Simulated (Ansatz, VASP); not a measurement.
# Two plane-wave programs on Au

The input INCAR:

```
SYSTEM = Au
  PREC = Accurate
  ENCUT = 500
  EDIFF = 1E-6
  ISMEAR = 0
  SIGMA = 0.15
  LREAL = .False.
  LASPH = .True.
  NELM = 120
  ALGO = Normal
  ISIF = 2
  LWAVE = .False.
  LCHARG = .False.
  NBANDS = 12
  GGA_COMPAT = .False.
```

The input KPOINTS:

```
Automatic mesh
0
Gamma
  20 20 20
  0 0 0
```

Contents of POSCAR:

```
Au
1.0
   -1.6572690000      1.6572690000      1.6324099650
    1.6572690000     -1.6572690000      1.6324099650
    1.6572690000      1.6572690000     -1.6324099650
Au
1
Direct
    0.0000000000      0.0000000000      0.0000000000
```

Input for Ansatz:

```yaml
crystal:
  lattice:
    - [-1.657269, 1.657269, 1.632409965]
    - [1.657269, -1.657269, 1.632409965]
    - [1.657269, 1.657269, -1.632409965]
  atoms:
    - { symbol: Au, position: [0.0, 0.0, 0.0] }
basis:
  ecutwfc: 420
kpoints:
  mp_grid: { grid: [20, 20, 20] }
hamiltonian:
  xc: lda
scf:
  occupations: { method: gaussian, width: 0.15 }
output:
  forces: true
  stress: true
  eigenvalues: true
```

Change from the starting cell: strain +0.000 along x and y, -0.015 along z, atoms carried along.

Alike in both runs: task single point; functional LDA; k mesh 20 × 20 × 20; occupations gaussian, width 0.15 eV; no spin polarisation.

|  | VASP | Ansatz |
| --- | --- | --- |
| version | VASP 6.6.1 | Ansatz 0.2.0 |
| potentials or method | VASP PAW LDA potentials, release 64 (Au), cutoff 500 eV | scalar-relativistic, plane waves, PAW |
| valence electrons in the cell | 11 | 19 |

VASP gave:

| Property | Result |
| --- | --- |
| gap on the k mesh at the Fermi level (eV) | none |
| pressure (GPa) | -11.5 |

**Question.** Estimate Ansatz's values.

**Answer.** gap on the k mesh at the Fermi level (eV): none; pressure (GPa): -11.9.

LDA's correlation is that of Perdew and Zunger in VASP and of Perdew and Wang (1992) in Ansatz. A gap of «none» marks a metal or a gap that the smearing closes. VASP's potentials hold 11 valence electrons a cell and Ansatz's 19, so a difference there can come from the potentials and not from the codes.

Neither program's run includes spin-orbit coupling.
